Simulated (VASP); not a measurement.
# Cd2S (P3m1) in VASP: further runs, part 2 of 2

VASP 6.6.1.

## Step 3: Single point, LDA (volume scaled by 0.94)

Contents of INCAR:

```
SYSTEM = Cd2S
PREC     = Accurate       ! precision mode
ENCUT    = 520            ! plane-wave cutoff, eV
EDIFF    = 1E-7           ! SCF threshold, eV
ISMEAR   = -1             ! smearing method
SIGMA    = 0.05           ! smearing width, eV
LREAL    = .FALSE.        ! projectors in reciprocal space
LASPH    = .TRUE.         ! aspherical terms in the spheres
NELM     = 100            ! most SCF steps
ALGO     = Normal         ! electronic algorithm
ISIF     = 2              ! what is computed and relaxed
LWAVE    = .FALSE.        ! write WAVECAR
LCHARG   = .TRUE.         ! write CHGCAR
LELF     = .TRUE.         ! ELF
LVHAR    = .TRUE.       
NBANDS   = 22             ! bands
```

Contents of KPOINTS:

```
Automatic mesh
0
G
  8 8 5
  0 0 0
```

Contents of POSCAR:

```
Cd2S
1.0
    3.8817765334      0.0000000000      0.0000000000
   -1.9408882667      3.3617170898      0.0000000000
    0.0000000000      0.0000000000      5.6906037861
Cd S
2 1
Direct
    0.3333333333      0.6666666667      0.9327170000
    0.6666666667      0.3333333333      0.5787350000
    0.3333333333      0.6666666667      0.3657050000
```

Potentials or basis: VASP PAW LDA potentials, release 64 (Cd, S).

Started as:

```
> cat potpaw_LDA.64/Cd/POTCAR potpaw_LDA.64/S/POTCAR > POTCAR
> mpirun -np 1 vasp_std > vasp.out
```

OUTCAR:

```text
SYSTEM = Cd2S
   PREC = Accurate
   ENCUT = 520
   EDIFF = 1E-7
   ISMEAR = -1
   LREAL = .FALSE.
   LASPH = .TRUE.
   NELM = 100
   ISIF = 2

 ion  position               nearest neighbor table
   1  0.333  0.667  0.933-   3 2.46   2 3.01   2 3.01   2 3.01   3 3.23
   2  0.667  0.333  0.579-   3 2.55   3 2.55   3 2.55   1 3.01   1 3.01   1 3.01
   3  0.333  0.667  0.366-   1 2.46   2 2.55   2 2.55   2 2.55   1 3.23

  LATTYP: Found a hexagonal cell.
 ALAT       =     3.8817765334
 C/A-ratio  =     1.4659792333

  Lattice vectors:

 A1 = (   3.8817765334,   0.0000000000,   0.0000000000)
 A2 = (  -1.9408882667,   3.3617170898,   0.0000000000)
 A3 = (   0.0000000000,   0.0000000000,   5.6906037861)

Analysis of symmetry for initial positions (statically):
=====================================================================
 Subroutine PRICEL returns:
 Original cell was already a primitive cell.

 Routine SETGRP: Setting up the symmetry group for a
 hexagonal supercell.

 Subroutine GETGRP returns: Found  6 space group operations
[... 160 lines left out ...]
  ---------------------------------------------------
  ext. energy  EPLUGINS =         0.00000000
  ---------------------------------------------------
  free energy    TOTEN  =        -8.17360004 eV

  energy without entropy =       -8.17171103  energy(sigma->0) =       -8.17265554

 E-fermi :   1.6347     XC(G=0):  -9.9606

 val. band max:        1.5108528528   @ k =   0.3750   0.2500   0.2000
 cond. band min:       1.7187575299   @ k =   0.5000  -0.0000   0.2000
 fundamental gap:      0.2079046770
 Fermi energy:         1.6347475584

 k-point     1 :       0.0000    0.0000    0.0000
  band No.  band energies     occupation
      1     -11.3563      2.00000
      2      -6.9113      2.00000
      3      -6.9113      2.00000
      4      -6.8418      2.00000
      5      -6.8418      2.00000
      6      -6.7331      2.00000
[... 589 lines left out ...]
     21       9.2746      0.00000
     22      10.0953      0.00000

 [... further k-points ...]
[... 5 lines left out ...]
  --------------------------------------------------------------------------------------
  -------------------------------------------------------------------------------------
  Total       -0.9247480     -0.9247480     -0.9621896      0.0000000     -0.0000000      0.0000000
  in kB      -19.9518849    -19.9518849    -20.7597055      0.0000000     -0.0000000      0.0000000
  external PRESSURE =     -20.2211584 kB  Pullay stress =       0.0000000 kB

 VOLUME and BASIS-vectors are now :
 -----------------------------------------------------------------------------
  energy-cutoff  :      520.00
  volume of cell :       74.26
      direct lattice vectors                 reciprocal lattice vectors
     3.881776533  0.000000000  0.000000000     0.257614005  0.148733515  0.000000000
    -1.940888267  3.361717090  0.000000000     0.000000000  0.297467030  0.000000000
     0.000000000  0.000000000  5.690603786     0.000000000  0.000000000  0.175728277

 POSITION                                       TOTAL-FORCE (eV/Angst)
 -----------------------------------------------------------------------------------
     -0.00000      2.24114      5.30772        -0.000000      0.000000     -0.151115
      1.94089      1.12057      3.29335        -0.000000     -0.000000      0.101662
     -0.00000      2.24114      2.08108         0.000000      0.000000      0.049453
 -----------------------------------------------------------------------------------
    total drift:                                0.000000     -0.000000      0.000185

  FREE ENERGIE OF THE ION-ELECTRON SYSTEM (eV)
  ---------------------------------------------------
  free  energy   TOTEN  =        -8.1736000444 eV

  energy  without entropy=       -8.1717110271  energy(sigma->0) =       -8.17265554
```

OSZICAR:

```text
N       E                     dE             d eps       ncg     rms          rms(c)
DAV:   1     0.212918179963E+03    0.21292E+03   -0.15076E+04  1760   0.128E+03
DAV:   2     0.359963102602E+00   -0.21256E+03   -0.20304E+03  1948   0.333E+02
DAV:   3    -0.884932983479E+01   -0.92093E+01   -0.91552E+01  2176   0.714E+01
DAV:   4    -0.892253536284E+01   -0.73206E-01   -0.73193E-01  1904   0.591E+00
DAV:   5    -0.892344222416E+01   -0.90686E-03   -0.90685E-03  2150   0.636E-01    0.913E+00
DAV:   6    -0.820084319740E+01    0.72260E+00   -0.14466E+00  2316   0.127E+01    0.676E+00
DAV:   7    -0.818438274530E+01    0.16460E-01   -0.39631E-01  2066   0.396E+00    0.304E+00
DAV:   8    -0.817570882644E+01    0.86739E-02   -0.58724E-02  1910   0.231E+00    0.319E-01
DAV:   9    -0.817361783297E+01    0.20910E-02   -0.12531E-02  2146   0.115E+00    0.160E-01
DAV:  10    -0.817359960146E+01    0.18232E-04   -0.89156E-04  1946   0.264E-01    0.102E-01
DAV:  11    -0.817360805568E+01   -0.84542E-05   -0.18550E-04  2006   0.846E-02    0.332E-02
DAV:  12    -0.817360024402E+01    0.78117E-05   -0.39560E-05  2098   0.472E-02    0.175E-02
DAV:  13    -0.817360012438E+01    0.11964E-06   -0.64735E-06  2024   0.241E-02    0.648E-03
DAV:  14    -0.817360004440E+01    0.79983E-07   -0.42570E-07  1826   0.703E-03
   1 F= -.81736000E+01 E0= -.81726555E+01  d E =-.188902E-02
```

stdout:

```text
POSCAR found type information on POSCAR CdS
 POSCAR found :  2 types and       3 ions
 scaLAPACK will be used
 LDA part: xc-table for (Slater(with rela. corr.)+CA(PZ))
 , standard interpolation
 POSCAR, INCAR and KPOINTS ok, starting setup
 FFT: planning ... GRIDC
 FFT: planning ... GRID_SOFT
 FFT: planning ... GRID
 WAVECAR not read
 entering main loop
```

Wall time 25 s (1 thread of Intel Xeon 6975P-C (Granite Rapids), shared host); peak memory 0.19 GiB.

Results:

- Free energy: -8.1736 eV
- Pressure: -2.0 GPa
- Largest force: 0.151 eV/Å
- Band gap on the k mesh: 0.21 eV, indirect (least direct gap 0.58 eV)

Forces in eV/Å, atoms in the order of the input:
```
Cd   0.000  0.000 -0.151
Cd   0.000  0.000  0.102
S    0.000  0.000  0.049
```

Stress tensor (GPa, compression positive):
```
-2.00  0.00  0.00
 0.00 -2.00  0.00
 0.00  0.00 -2.08
```

## Step 4: Single point, LDA (volume scaled by 0.98)

Contents of INCAR:

```
ALGO = Normal ; EDIFF = 1E-6
ENCUT = 520 ; ISIF = 2
ISMEAR = -1 ; LASPH = True
LCHARG = False ; LREAL = False
LWAVE = False ; NBANDS = 22
NELM = 100 ; PREC = Accurate
SIGMA = 0.05
```

Contents of KPOINTS:

```
k-points
0
Gamma
  8 8 5
```

Contents of POSCAR:

```
Cd2S
1.0
    3.9360741467      0.0000000000      0.0000000000
   -1.9680370733      3.4087402022      0.0000000000
    0.0000000000      0.0000000000      5.7702029595
Cd S
2 1
Direct
    0.3333333333      0.6666666667      0.9327170000
    0.6666666667      0.3333333333      0.5787350000
    0.3333333333      0.6666666667      0.3657050000
```

Started as:

```
> cat potpaw_LDA.64/Cd/POTCAR potpaw_LDA.64/S/POTCAR > POTCAR
> mpirun -np 1 vasp_std > vasp.out
```

It took 26 s on 1 thread of Intel Xeon 6975P-C (Granite Rapids), shared host; peak memory 0.19 GiB.

Results (log left out):

| Item | Value |
| --- | --- |
| Free energy | -8.1155 eV |
| Pressure | -3.8 GPa |
| Largest force | 0.124 eV/Å |
| Band gap on the k mesh | 0.22 eV, indirect (least direct gap 0.57 eV) |

Forces in eV/Å, atoms in the order of the input:
```
Cd   0.000  0.000 -0.055
Cd   0.000  0.000 -0.069
S    0.000  0.000  0.124
```

Stress tensor (GPa, compression positive):
```
-3.50  0.00  0.00
 0.00 -3.50  0.00
 0.00  0.00 -4.53
```

Levels at points of the mesh, in eV from the valence-band top:
```csv
k point,band 13,band 14,band 15,band 16,band 17,band 18
"(0.00, 0.00, 0.00)",-3.71,-0.61,-0.61,3.17,5.08,6.83
"(0.50, 0.00, 0.00)",-2.98,-1.53,-1.24,0.61,3.15,4.70
```

 A k mesh can miss the band edges.

## Step 5: Summary

```tsv
level	potentials or basis	cell	gap on the mesh (eV)	pressure (GPa)	largest force (eV/Å)
PBEsol	VASP PAW PBE potentials, release 64 (Cd, S)	a = 3.989, b = 3.989, c = 5.848 Å, angles 90.0, 90.0, 120.0°, 3 atoms	0.24	-3.5	0.19
LDA	VASP PAW LDA potentials, release 64 (Cd, S)	a = 3.882, b = 3.882, c = 5.691 Å, angles 90.0, 90.0, 120.0°, 3 atoms	0.21	-2.0	0.15
LDA	VASP PAW LDA potentials, release 64 (Cd, S)	a = 3.936, b = 3.936, c = 5.770 Å, angles 90.0, 90.0, 120.0°, 3 atoms	0.22	-3.8	0.12
```

Alike in all rows: task single point; no spin polarisation; k mesh 8 × 8 × 5; cutoff (eV) 520; smearing fermi-dirac 0.05 eV.

Caveats: the PAW data sets were made with another functional, which shifts forces and pressure a little (some runs).

Absolute energies hang on the potentials; compare differences alone.
